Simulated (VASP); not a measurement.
Here is a VASP 6.6.1 calculation.

Contents of POSCAR:

```
BN
1.0
   -0.0107435385      1.7525406610      1.7525406610
    1.7525406610     -0.0107435385      1.7525406610
    1.7525406610      1.7525406610     -0.0107435385
B N
1 1
Direct
    0.0000000000      0.0000000000      0.0000000000
    0.5000000000      0.5000000000      0.5000000000
```

The input INCAR.step1:

```
SYSTEM = BN
PREC     = Accurate       ! precision mode
ENCUT    = 520            ! plane-wave cutoff, eV
EDIFF    = 1E-5           ! SCF threshold, eV
ISMEAR   = 0              ! smearing method
SIGMA    = 0.01           ! smearing width, eV
LREAL    = .FALSE.        ! projectors in reciprocal space
LASPH    = .TRUE.         ! aspherical terms in the spheres
NELM     = 100            ! most SCF steps
ALGO     = Normal         ! electronic algorithm
ISIF     = 2              ! what is computed and relaxed
LWAVE    = .TRUE.         ! write WAVECAR
LCHARG   = .FALSE.        ! write CHGCAR
NBANDS   = 11             ! bands
GGA      = PE             ! functional
```

The input INCAR.step2:

```
SYSTEM = BN
PREC     = Accurate       ! precision mode
ENCUT    = 520            ! plane-wave cutoff, eV
EDIFF    = 1E-7           ! SCF threshold, eV
ISMEAR   = 0              ! smearing method
SIGMA    = 0.01           ! smearing width, eV
LREAL    = .FALSE.        ! projectors in reciprocal space
LASPH    = .TRUE.         ! aspherical terms in the spheres
NELM     = 100            ! most SCF steps
ALGO     = Normal         ! electronic algorithm
ISIF     = 2              ! what is computed and relaxed
LWAVE    = .FALSE.        ! write WAVECAR
LCHARG   = .FALSE.        ! write CHGCAR
GGA      = PE             ! functional
LHFCALC  = .TRUE.         ! exact exchange
HFSCREEN = 0.2079         ! screening, 1/A
PRECFOCK = Normal       
NBANDS   = 11             ! bands
ISTART   = 1
```

The input KPOINTS:

```
regular mesh
0
G
  8 8 8
  0 0 0
```

Potentials or basis: VASP PAW PBE potentials, release 64 (B, N).

Run with:

```console
$ cat potpaw_PBE.64/B/POTCAR potpaw_PBE.64/N/POTCAR > POTCAR
$ cp INCAR.step1 INCAR
$ mpirun -np 1 vasp_std > vasp.out
$ cp INCAR.step2 INCAR
$ mpirun -np 1 vasp_std > vasp.out
```

Predict the band gap on the k mesh.

2.09 eV (least direct gap 7.08 eV).

Predict the pressure.

-16.0 GPa.

Stress tensor (GPa, compression positive):
```
-15.97   3.87   3.87
  3.87 -15.97   3.87
  3.87   3.87 -15.97
```

Caveat: the cell differs from its parent crystal (epitaxial 111 strain +1.0%); the cell stands under tension; the PAW data sets were made with another functional, which shifts forces and pressure a little. A k mesh can miss the band edges.
